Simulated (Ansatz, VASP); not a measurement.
## Two plane-wave programs on Sn2Sb2Te

Contents of INCAR:

```
SYSTEM = Sn2Sb2Te
ALGO = Fast
EDIFF = 1E-7
ENCUT = 520
GGA = PE
ISIF = 2
ISMEAR = 0
LASPH = .True.
LCHARG = .False.
LREAL = .False.
LWAVE = .False.
NBANDS = 55
NELM = 80
PREC = Accurate
SIGMA = 0.1
```

KPOINTS

```
k-points
0
Gamma
  2 2 4
  0 0 0
```

File POSCAR:

```
Sn2Sb2Te
1.0
    8.6197851300      0.0000000000      0.0000000000
    0.0000000000      8.6197851300      0.0000000000
    0.0000000000      0.0000000000      4.1966938700
Sn Sb Te
4 4 2
Direct
    0.8272410200      0.3272410200      0.5000000000
    0.3272410200      0.1727589800      0.5000000000
    0.6727589800      0.8272410200      0.5000000000
    0.1727589800      0.6727589800      0.5000000000
    0.6285641300      0.1285641300      0.0000000000
    0.3714358700      0.8714358700      0.0000000000
    0.1285641300      0.3714358700      0.0000000000
    0.8714358700      0.6285641300      0.0000000000
    0.0000000000      0.0000000000      0.0000000000
    0.5000000000      0.5000000000      0.0000000000
```

Input for Ansatz:

```yaml
crystal:
  lattice:
    - [8.61978513, 0.0, 0.0]
    - [0.0, 8.61978513, 0.0]
    - [0.0, 0.0, 4.19669387]
  atoms:
    - { symbol: Sn, position: [0.82724102, 0.32724102, 0.5] }
    - { symbol: Sn, position: [0.32724102, 0.17275898, 0.5] }
    - { symbol: Sn, position: [0.67275898, 0.82724102, 0.5] }
    - { symbol: Sn, position: [0.17275898, 0.67275898, 0.5] }
    - { symbol: Sb, position: [0.62856413, 0.12856413, 0.0] }
    - { symbol: Sb, position: [0.37143587, 0.87143587, 0.0] }
    - { symbol: Sb, position: [0.12856413, 0.37143587, 0.0] }
    - { symbol: Sb, position: [0.87143587, 0.62856413, 0.0] }
    - { symbol: Te, position: [0.0, 0.0, 0.0] }
    - { symbol: Te, position: [0.5, 0.5, 0.0] }
basis:
  ecutwfc: 420
kpoints:
  mp_grid: { grid: [2, 2, 4] }
hamiltonian:
  xc: pbe
scf:
  occupations: { method: gaussian, width: 0.1 }
  lower_state_search: "off"
output:
  forces: true
  stress: true
  eigenvalues: true
```

Change from the starting cell: species swapped into the Gd2CdPd2 type (P4/mbm, No. 127).

Alike in both runs: task single point; functional PBE; k mesh 2 × 2 × 4; occupations gaussian, width 0.1 eV; no spin polarisation.

|  | VASP | Ansatz |
| --- | --- | --- |
| version | VASP 6.6.1 | Ansatz 0.2.0 |
| potentials or method | VASP PAW PBE potentials, release 64 (Sn_d, Sb, Te), cutoff 520 eV | scalar-relativistic, plane waves, PAW |
| valence electrons in the cell | 88 | 148 |

```csv
,VASP,Ansatz,Ansatz less VASP
gap on the k mesh at the Fermi level (eV),none,none,-
pressure (GPa),-2.3,-2.2,+0.06
"traceless stress, the component that is largest in VASP (GPa)",-0.62,-0.63,-0.004
rms of the force components (eV/Å),0.100,0.099,-0.0011
```

Atom by atom the forces differ by 0.001 eV/Å (rms over components). A gap of «none» marks a metal or a gap that the smearing closes. With one functional, cell and mesh, what is left measures potentials, basis and numerics. VASP's potentials hold 88 valence electrons a cell and Ansatz's 148, so a difference there can come from the potentials and not from the codes.

The k mesh is coarse, so the values compare programs but aren't converged. Neither program's run includes spin-orbit coupling.
